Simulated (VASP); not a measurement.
Set up this calculation in VASP 6.6.1, as the native input.

| Quantity | Value |
| --- | --- |
| Task | single point |
| Functional | PBEsol |
| Potentials or basis | VASP PAW PBE potentials, release 64 (O) |
| Cutoff | 520 eV |
| k mesh | 10 × 10 × 10 |
| Occupations | fermi-dirac, width 0.02 eV |
| Spin | no spin polarisation |
| Dipole correction | no |
| Further INCAR settings | ALGO = Normal; EDIFF = 1e-07; NBANDS = 13 |

The structure of O lies in POSCAR:

```
O
1.0
    1.4233490221      0.8217709410      3.4083000000
   -1.4233490221      0.8217709410      3.4083000000
    0.0000000000     -1.6435418821      3.4083000000
O
2
Direct
    0.0577000000      0.0577000000      0.0577000000
    0.9423000000      0.9423000000      0.9423000000
```

One way to write it, as run:

INCAR

```
SYSTEM = O
PREC = Accurate ; ENCUT = 520
EDIFF = 1E-7 ; ISMEAR = -1
SIGMA = 0.02 ; LREAL = .False.
LASPH = .True. ; NELM = 100
ALGO = Normal ; ISIF = 2
LWAVE = .False. ; LCHARG = .True.
GGA = PS ; LELF = .True.
LVHAR = .True. ; NBANDS = 13
```

KPOINTS

```
Automatic mesh
0
Gamma
  10 10 10
  0 0 0
```

Potentials or basis: VASP PAW PBE potentials, release 64 (O).

Run with:

```console
$ cat potpaw_PBE.64/O/POTCAR > POTCAR
$ mpirun -np 1 vasp_std > vasp.out
```

It gave:

The pressure is 5.9 GPa, the largest force is 3.936 eV/Å and the band gap on the k mesh is zero (band 6 reaches 1.21 eV, above the bottom of band 7 at -0.11 eV).

Caveat: the standard files for N, O and F lose accuracy on very short bonds; spin is off for a triplet molecule; the PAW data sets were made with another functional, which shifts forces and pressure a little.

It took 36 s on 1 thread of AMD EPYC 7R13 Processor (Zen 3) (shared host), peak memory 0.13 GiB.
